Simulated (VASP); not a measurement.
# Mo16H (a cell with a defect) in VASP: single point with PBE

Aim: the single point of Mo16H (a cell with a defect) with PBE.

Program: VASP 6.6.1. These are calculated values, not measurements. Logs are shortened: lines on timing, memory, paths and dates and some standing lists are left out, and cuts for length are marked.

## Step 1: The cell of the first run

The cell holds a defect, 17 atoms: a = 6.300 Å, b = 6.300 Å, c = 6.300 Å, α = 90.00°, β = 90.00°, γ = 90.00°.

## Step 2: Single point, PBE

INCAR reads:

```
PREC = Accurate
ENCUT = 520
EDIFF = 1E-6
ISMEAR = 0
SIGMA = 0.1
LREAL = Auto
LASPH = True
NELM = 60
ALGO = Normal
ISIF = 2
LWAVE = False
LCHARG = False
GGA = PE
NBANDS = 126
```

KPOINTS reads:

```
Automatic mesh
0
Gamma
  3 3 3
```

POSCAR reads:

```
Mo16H
1.0
    6.3000000000      0.0000000000      0.0000000000
    0.0000000000      6.3000000000      0.0000000000
    0.0000000000      0.0000000000      6.3000000000
Mo H
16 1
Direct
   -0.0004830159      0.0101453968     -0.0074928571
    0.4995117460      0.0014179365     -0.0013314286
   -0.0004876190      0.4906563492     -0.0074969841
   -0.0004857143      0.0016288889      0.4992646032
    0.2505014286      0.2504153968      0.2495700000
    0.4995101587      0.4994169841     -0.0013285714
    0.4995107937      0.0023166667      0.5014084127
    0.7485080952      0.2504138095      0.2495700000
   -0.0004863492      0.4992155556      0.4992623810
    0.2592469841      0.7504214286      0.2557249206
    0.2514088889      0.2504184127      0.7468426984
    0.4995095238      0.4985174603      0.5013968254
    0.7397636508      0.7504168254      0.2557347619
    0.7475953968      0.2504171429      0.7468342857
    0.2507088889      0.7504180952      0.7489815873
    0.7482938095      0.7504171429      0.7489823810
   -0.0004987302      0.7504052381      0.1241130159
```

Potentials or basis: VASP PAW PBE potentials, release 64 (Mo_sv, H).

The run is started by

```sh
$ cat potpaw_PBE.64/Mo_sv/POTCAR potpaw_PBE.64/H/POTCAR > POTCAR
$ mpirun -np 1 vasp_std > vasp.out
```

OUTCAR:

```text
PREC = Accurate
   ENCUT = 520
   EDIFF = 1E-6
   ISMEAR = 0
   LREAL = Auto
   LASPH = True
   NELM = 60
   ISIF = 2
   GGA = PE

 ion  position               nearest neighbor table
   1  1.000  0.010  0.993-  17 1.83  11 2.68  14 2.68   5 2.72   8 2.72  15 2.75  16 2.75  10 2.85
                            13 2.85   3 3.03   4 3.11   2 3.15   2 3.15   4 3.19   3 3.27
   2  0.500  0.001  0.999-  10 2.72  13 2.72   8 2.72   5 2.72  14 2.72  11 2.72  16 2.73  15 2.73
                             7 3.13   6 3.14   1 3.15   1 3.15   6 3.16   7 3.17
   3  1.000  0.491  0.993-  17 1.83  11 2.68  14 2.68   5 2.72   8 2.72  15 2.75  16 2.75  10 2.85
                            13 2.85   1 3.03   9 3.11   6 3.15   6 3.15   9 3.19   1 3.27
   4  1.000  0.002  0.499-  11 2.72  14 2.72   5 2.73   8 2.73  15 2.74  16 2.74  10 2.75  13 2.75
                             1 3.11   9 3.13   7 3.15   7 3.15   9 3.17   1 3.19
   5  0.251  0.250  0.250-   3 2.72   1 2.72   6 2.72   2 2.72  12 2.72   7 2.72   4 2.73   9 2.73
                            11 3.13   8 3.14  10 3.15  10 3.15   8 3.16  11 3.17
   6  0.500  0.499  0.999-  13 2.72  10 2.72   8 2.72   5 2.72  14 2.72  11 2.72  16 2.73  15 2.73
                            12 3.13   2 3.14   3 3.15   3 3.15   2 3.16  12 3.17
   7  0.500  0.002  0.501-  13 2.68  10 2.68  14 2.70  11 2.70  16 2.72  15 2.72   8 2.72   5 2.72
                            12 3.13   2 3.13   4 3.15   4 3.15   2 3.17  12 3.17
   8  0.749  0.250  0.250-   3 2.72   1 2.72   2 2.72   6 2.72  12 2.72   7 2.72   4 2.73   9 2.73
                            14 3.13   5 3.14  13 3.15  13 3.15   5 3.16  14 3.17
   9  1.000  0.499  0.499-  11 2.72  14 2.72   5 2.73   8 2.73  15 2.74  16 2.74  10 2.75  13 2.75
                             3 3.11   4 3.13  12 3.15  12 3.15   4 3.17   3 3.19
  10  0.259  0.750  0.256-  17 1.83  12 2.68   7 2.68   2 2.72   6 2.72   9 2.75   4 2.75   1 2.85
                             3 2.85  13 3.03  15 3.11   5 3.15   5 3.15  15 3.19  13 3.27
  11  0.251  0.250  0.747-   3 2.68   1 2.68   7 2.70  12 2.70   4 2.72   9 2.72   6 2.72   2 2.72
                            14 3.13   5 3.13  15 3.15  15 3.15   5 3.17  14 3.17
  12  0.500  0.499  0.501-  13 2.68  10 2.68  14 2.70  11 2.70  16 2.72  15 2.72   8 2.72   5 2.72
                             7 3.13   6 3.13   9 3.15   9 3.15   6 3.17   7 3.17
  13  0.740  0.750  0.256-  17 1.83  12 2.68   7 2.68   6 2.72   2 2.72   9 2.75   4 2.75   1 2.85
                             3 2.85  10 3.03  16 3.11   8 3.15   8 3.15  16 3.19  10 3.27
  14  0.748  0.250  0.747-   3 2.68   1 2.68   7 2.70  12 2.70   4 2.72   9 2.72   2 2.72   6 2.72
                            11 3.13   8 3.13  16 3.15  16 3.15   8 3.17  11 3.17
  15  0.251  0.750  0.749-   7 2.72  12 2.72   2 2.73   6 2.73   9 2.74   4 2.74   1 2.75   3 2.75
                            10 3.11  16 3.13  11 3.15  11 3.15  16 3.17  10 3.19
  16  0.748  0.750  0.749-   7 2.72  12 2.72   2 2.73   6 2.73   9 2.74   4 2.74   1 2.75   3 2.75
                            13 3.11  15 3.13  14 3.15  14 3.15  15 3.17  13 3.19
  17  1.000  0.750  0.124-   1 1.83  13 1.83  10 1.83   3 1.83

  LATTYP: Found a simple cubic cell.
 ALAT       =     6.3000000000

  Lattice vectors:

 A1 = (   6.3000000000,   0.0000000000,   0.0000000000)
 A2 = (   0.0000000000,   6.3000000000,   0.0000000000)
 A3 = (   0.0000000000,   0.0000000000,   6.3000000000)

Analysis of symmetry for initial positions (statically):
=====================================================================
 Subroutine PRICEL returns:
 Original cell was already a primitive cell.

 Routine SETGRP: Setting up the symmetry group for a
 simple cubic supercell.

 Subroutine GETGRP returns: Found  1 space group operations
 (whereof  1 operations were pure point group operations)
 out of a pool of 48 trial point group operations.

The static configuration has the point symmetry C_1 .

Analysis of symmetry for dynamics (positions and initial velocities):
=====================================================================
 Subroutine PRICEL returns:
 Original cell was already a primitive cell.

 Routine SETGRP: Setting up the symmetry group for a
 simple cubic supercell.

 Subroutine GETGRP returns: Found  1 space group operations
 (whereof  1 operations were pure point group operations)
 out of a pool of 48 trial point group operations.

The dynamic configuration has the point symmetry C_1 .

 Subroutine INISYM returns: Found  1 space group operations
 (whereof  1 operations are pure point group operations),
 and found     1 'primitive' translations

----------------------------------------------------------------------------------------

                                     Primitive cell

  volume of cell :     250.0470

  direct lattice vectors                    reciprocal lattice vectors
     6.300000000  0.000000000  0.000000000     0.158730159  0.000000000  0.000000000
     0.000000000  6.300000000  0.000000000     0.000000000  0.158730159  0.000000000
     0.000000000  0.000000000  6.300000000     0.000000000  0.000000000  0.158730159

  length of vectors
     6.300000000  6.300000000  6.300000000     0.158730159  0.158730159  0.158730159

  position of ions in fractional coordinates (direct lattice)
     0.999516984  0.010145397  0.992507143
     0.499511746  0.001417936  0.998668571
     0.999512381  0.490656349  0.992503016
     0.999514286  0.001628889  0.499264603
     0.250501429  0.250415397  0.249570000
     0.499510159  0.499416984  0.998671429
[... 9 lines left out ...]
     0.748293809  0.750417143  0.748982381
     0.999501270  0.750405238  0.124113016

  ion indices of the primitive-cell ions
   primitive index   ion index
                 1           1
                 2           2
                 3           3
                 4           4
                 5           5
                 6           6
[... 9 lines left out ...]
                16          16
                17          17

----------------------------------------------------------------------------------------

 KPOINTS: Automatic mesh

Automatic generation of k-mesh.
 Grid dimensions read from file:
 generate k-points for:    3    3    3

 Generating k-lattice:

  Cartesian coordinates                     Fractional coordinates (reciprocal lattice)
     0.052910053  0.000000000  0.000000000     0.333333333  0.000000000  0.000000000
     0.000000000  0.052910053  0.000000000     0.000000000  0.333333333  0.000000000
     0.000000000  0.000000000  0.052910053     0.000000000  0.000000000  0.333333333

  Length of vectors
     0.052910053  0.052910053  0.052910053

  Shift w.r.t. Gamma in fractional coordinates (k-lattice)
     0.000000000  0.000000000  0.000000000

 Subroutine IBZKPT returns following result:
 ===========================================

 Found     14 irreducible k-points:

 Following reciprocal coordinates:
            Coordinates               Weight
  0.000000  0.000000  0.000000      1.000000
  0.333333  0.000000  0.000000      2.000000
  0.000000  0.333333  0.000000      2.000000
  0.000000  0.000000  0.333333      2.000000
  0.333333  0.333333  0.000000      2.000000
  0.000000  0.333333  0.333333      2.000000
  0.333333  0.000000  0.333333      2.000000
 -0.333333  0.333333  0.000000      2.000000
 -0.333333  0.000000  0.333333      2.000000
  0.000000 -0.333333  0.333333      2.000000
  0.333333  0.333333  0.333333      2.000000
 -0.333333  0.333333  0.333333      2.000000
 -0.333333 -0.333333  0.333333      2.000000
  0.333333 -0.333333  0.333333      2.000000
   k-points           NKPTS =     14   k-points in BZ     NKDIM =     14   number of bands    NBANDS=    126
   number of dos      NEDOS =    301   number of ions     NIONS =     17
   total plane-waves  NPLWV = 110592
   dimension x,y,z NGX =    48 NGY =   48 NGZ =   48
   dimension x,y,z NGXF=    96 NGYF=   96 NGZF=   96
   ions per type =              16   1
   NGX,Y,Z   is equivalent  to a cutoff of  12.67, 12.67, 12.67 a.u.
   NGXF,Y,Z  is equivalent  to a cutoff of  25.33, 25.33, 25.33 a.u.
 SYSTEM =  unknown system
   PREC   = accura    normal or accurate (medium, high low for compatibility)
   ISTART =      0    job   : 0-new  1-cont  2-samecut
   ICHARG =      2    charge: 1-file 2-atom 10-const
   ISPIN  =      1    spin polarized calculation?
   LNONCOLLINEAR =      F non collinear calculations
   LSORBIT =      F    spin-orbit coupling
   LASPH  =      T    aspherical Exc in radial PAW
   ENCUT  =  520.0 eV  38.22 Ry    6.18 a.u.  11.71 11.71 11.71*2*pi/ulx,y,z
   NELM   =     60;   NELMIN=  2; NELMDL= -5     # of ELM steps
   EDIFF  = 0.1E-05   stopping-criterion for ELM
   LREAL  =      T    real-space projection
   EDIFFG = 0.1E-04   stopping-criterion for IOM
   NSW    =      0    number of steps for IOM
   IBRION =     -1    ionic relax: 0-MD 1-quasi-New 2-CG
   NFREE  =      0    steps in history (QN), initial steepest desc. (CG)
   ISIF   =      2    stress and relaxation
   ISYM   =      2    0-nonsym 1-usesym 2-fastsym
   POTIM  = 0.5000    time-step for ionic-motion
   TEBEG  =    0.0;   TEEND  =   0.0 temperature during run
   PSTRESS=    0.0 pullay stress
   NELECT =     225.0000    total number of electrons
   NUPDOWN=      -1.0000    fix difference up-down
   EMIN   =  10.00;   EMAX   =-10.00  energy-range for DOS
   EFERMI =   0.00;   METHOD = LEGACY
   ISMEAR =     0;   SIGMA  =   0.10  broadening in eV -4-tet -1-fermi 0-gaus
   EFERMI_NEDOS =   21; number of points for ismear=-14 and -15
   IALGO  =     38    algorithm
   IMIX   =      4    mixing-type and parameters
     AMIX     =   0.40;   BMIX     =  1.00
     AMIX_MAG =   1.60;   BMIX_MAG =  1.00
  volume/ion in A,a.u.               =      14.71        99.26
  Fermi-wavevector in a.u.,A,eV,Ry     =   1.580502  2.986716 33.987182  2.497987
  Thomas-Fermi vector in A             =   2.680720
   LORBIT       =      0    0 simple, 1 ext, 2 COOP (PROOUT), +10 PAW based schemes
   GGA     = PE    functional components
   LHFCALC =     F    Hartree Fock is set to
   AEXX    =    0.0000 exact exchange contribution
   IVDW    =     0    specifies the selected vdW correction
   LEPSILON=     F    determine dielectric tensor
   LRPA    =     F    only Hartree local field effects (RPA)
 non-spin polarized calculation
 Gauss-broadening in eV      SIGMA  =   0.10
  energy-cutoff  :      520.00
  volume of cell :      250.05
 maximum number of plane-waves:      6763
   NGX = 23   NGY = 23   NGZ = 23

 number of electron     225.0000016 magnetization

 Free energy of the ion-electron system (eV)
  ---------------------------------------------------
  ext. energy  EPLUGINS =         0.00000000
  ---------------------------------------------------
  free energy    TOTEN  =      -177.83158757 eV

  energy without entropy =     -177.73844391  energy(sigma->0) =     -177.78501574

 E-fermi :  12.7959     XC(G=0): -13.4257

 val. band max:       12.7779698592   @ k =   0.0000   0.3333   0.0000
 cond. band min:      12.7978237899   @ k =   0.3333   0.0000   0.3333
 fundamental gap:      0.0198539307
 Fermi energy:        12.7959285439

 k-point     1 :       0.0000    0.0000    0.0000
  band No.  band energies     occupation
      1     -48.6153      2.00000
      2     -48.4108      2.00000
      3     -48.3800      2.00000
      4     -48.3800      2.00000
      5     -48.3694      2.00000
      6     -48.3554      2.00000
[... 116 lines left out ...]
    123      14.2560      0.00000
    124      14.3374      0.00000

 k-point     2 :       0.3333    0.0000    0.0000
  band No.  band energies     occupation
      1     -48.5809      2.00000
      2     -48.4905      2.00000
      3     -48.3900      2.00000
      4     -48.3779      2.00000
      5     -48.3748      2.00000
      6     -48.3571      2.00000
[... 1640 lines left out ...]
    123      14.0631      0.00000
    124      14.0940      0.00000
 [bands above 124 left out]

------------------------ aborting loop because EDIFF is reached ----------------------------------------

  FORCE on cell =-STRESS in cart. coord.  units (eV):
  Direction    XX          YY          ZZ          XY          YZ          ZX
  --------------------------------------------------------------------------------------
  -------------------------------------------------------------------------------------
  Total       10.1747810     10.1761535      9.8285768     -0.0000318      0.0001533     -0.0013482
  in kB       65.1949575     65.2037514     62.9766523     -0.0002040      0.0009826     -0.0086389
  external PRESSURE =      64.4584537 kB  Pullay stress =       0.0000000 kB

 VOLUME and BASIS-vectors are now :
 -----------------------------------------------------------------------------
  energy-cutoff  :      520.00
  volume of cell :      250.05
      direct lattice vectors                 reciprocal lattice vectors
     6.300000000  0.000000000  0.000000000     0.158730159  0.000000000  0.000000000
     0.000000000  6.300000000  0.000000000     0.000000000  0.158730159  0.000000000
     0.000000000  0.000000000  6.300000000     0.000000000  0.000000000  0.158730159

 POSITION                                       TOTAL-FORCE (eV/Angst)
 -----------------------------------------------------------------------------------
      6.29696      0.06392      6.25280        -0.000873     -0.001976     -0.005137
      3.14692      0.00893      6.29161         0.000250     -0.003952     -0.003418
      6.29693      3.09113      6.25277        -0.000301      0.003542     -0.005179
      6.29694      0.01026      3.14537        -0.000184      0.000671     -0.002147
      1.57816      1.57762      1.57229        -0.004193     -0.000489      0.004486
      3.14691      3.14633      6.29163         0.000080      0.004201     -0.003602
[... 9 lines left out ...]
      4.71425      4.72763      4.71859        -0.000656      0.000020      0.001761
      6.29686      4.72755      0.78191         0.000032     -0.000165      0.000018
 -----------------------------------------------------------------------------------
    total drift:                                0.000859     -0.001088      0.000685

  FREE ENERGIE OF THE ION-ELECTRON SYSTEM (eV)
  ---------------------------------------------------
  free  energy   TOTEN  =      -177.8315875659 eV

  energy  without entropy=     -177.7384439098  energy(sigma->0) =     -177.78501574
```

Wall time 12 min (1 thread of Intel Xeon Platinum 8259CL at 2.50GHz (Skylake/Cascade Lake), shared host); peak memory 0.49 GiB.

What came out:

```
Free energy            : -177.8316 eV
Pressure               : 6.4 GPa
Largest force          : 0.008 eV/Å
Band gap on the k mesh : zero (an odd number of electrons rules out a gap without spin polarisation)
```

Forces on the atoms (eV/Å):
```
Mo  -0.001 -0.002 -0.005
Mo   0.000 -0.004 -0.003
Mo   0.000  0.004 -0.005
Mo   0.000  0.001 -0.002
Mo  -0.004  0.000  0.004
Mo   0.000  0.004 -0.004
Mo   0.000  0.008  0.000
Mo   0.004  0.000  0.003
Mo   0.000 -0.001 -0.002
Mo  -0.002  0.000  0.005
Mo   0.008  0.000 -0.001
Mo   0.000 -0.008  0.001
Mo   0.002  0.000  0.004
Mo  -0.007  0.000  0.000
Mo   0.001  0.000  0.002
Mo  -0.001  0.000  0.002
H    0.000  0.000  0.000
```

Levels at points of the mesh, in eV from the Fermi level:
```tsv
k point	band 109	band 110	band 111	band 112	band 113	band 114	band 115	band 116
(0.00, 0.00, 0.00)	-0.74	-0.74	-0.73	-0.73	0.53	0.66	0.67	0.67
```
